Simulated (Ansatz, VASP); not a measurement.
Ge: VASP beside Ansatz

```xyz
2
Lattice="0.0000 3.0168 3.0168 3.0168 0.0000 3.0168 3.0168 3.0168 0.0000" Properties=species:S:1:pos:R:3 pbc="T T T"
Ge    0.0000    0.0000    0.0000
Ge    1.5084    1.5084    1.5084
```

Alike in both runs: task relaxation of cell and atoms; functional PBE; k mesh 12 × 12 × 12; occupations gaussian, width 0.1 eV; no spin polarisation.

|  | VASP | Ansatz |
| --- | --- | --- |
| version | VASP 6.6.1 | Ansatz 0.2.0 |
| potentials or method | VASP PAW PBE potentials, release 64 (Ge_d), cutoff 600 eV | scalar-relativistic, plane waves, PAW |
| valence electrons in the cell | 28 | 28 |

```csv
,VASP,Ansatz,Ansatz less VASP
"gap on the k mesh at the Fermi level, each at its own relaxed structure (eV)",none,none,-
relaxed volume (Å³/atom),23.92,23.90,-0.021
relaxed cell length with the largest relative difference (Å),4.075,4.074,-0.0012
```

A gap of «none» marks a metal or a gap that the smearing closes.
